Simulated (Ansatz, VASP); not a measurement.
# One calculation of Li2S, two programs

```
S Li
1.0
     0.00000    2.95911    2.95911
     2.95911    0.00000    2.95911
     2.95911    2.95911    0.00000
S Li
1 2
Direct
  0.00000 0.00000 0.00000
  0.25000 0.25000 0.25000
  0.75000 0.75000 0.75000
```

Change from the starting cell: hydrostatic strain +4.0%.

Alike in both runs: task single point; functional PBE; k mesh 8 × 8 × 8; occupations fermi-dirac, width 0.02 eV; no spin polarisation.

|  | VASP | Ansatz |
| --- | --- | --- |
| version | VASP 6.6.1 | Ansatz 0.2.0 |
| potentials or method | VASP PAW PBE potentials, release 64 (S, Li_sv) | plane waves, PAW |
| plane-wave cutoff (eV) | 750 | 420 |
| valence electrons in the cell | 12 | 12 |

Ansatz gave:

| Property | Result |
| --- | --- |
| gap on the k mesh at the Fermi level (eV) | 3.44 |
| pressure (GPa) | -3.6 |

**Question.** What did VASP give for the same quantities?

**Answer.** gap on the k mesh at the Fermi level (eV): 3.44; pressure (GPa): -3.8.
